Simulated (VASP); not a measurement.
# H: single point with r2SCAN

Crystal: H.

```
H
1.0
    -1.25440    1.25440    1.74523
     1.25440   -1.25440    1.74523
     1.25440    1.25440   -1.74523
H
2
Cartesian
  0.0000 0.0000 3.1223
  0.0000 0.0000 0.3682
```

```
Program             : VASP 6.6.1
Task                : single point
Functional          : r2SCAN
Potentials or basis : VASP PAW PBE potentials, release 64 (H)
Cutoff              : 520 eV
k mesh              : 12 × 12 × 12
Occupations         : gaussian, width 0.02 eV
Spin                : no spin polarisation
```

The pressure is 7.5 GPa, the largest force is 0.012 eV/Å and the band gap on the k mesh is 7.85 eV (least direct gap 8.33 eV).

Forces on the atoms (eV/Å):
```
H    0.000  0.000 -0.012
H    0.000  0.000  0.012
```

Levels at points of the mesh, in eV from the valence-band top:
```tsv
k point	band 1	band 2	band 3	band 4	band 5
(0.00, 0.00, 0.00)	-6.97	22.15	23.47	33.79	33.79
(0.50, 0.00, 0.00)	-2.25	7.85	24.90	25.18	29.84
(0.50, 0.50, 0.00)	-1.04	11.71	16.82	20.96	23.81
(0.50, 0.50, 0.50)	0.00	8.33	18.88	22.41	22.41
```

It took 30 s on 1 thread of Intel(R) Xeon(R) 6975P-C (Granite Rapids), with other jobs on the host, peak memory 0.12 GiB.

Caveat: the cell stands under pressure; the PAW data sets were made with another functional, which shifts forces and pressure a little. A k mesh can miss the band edges.
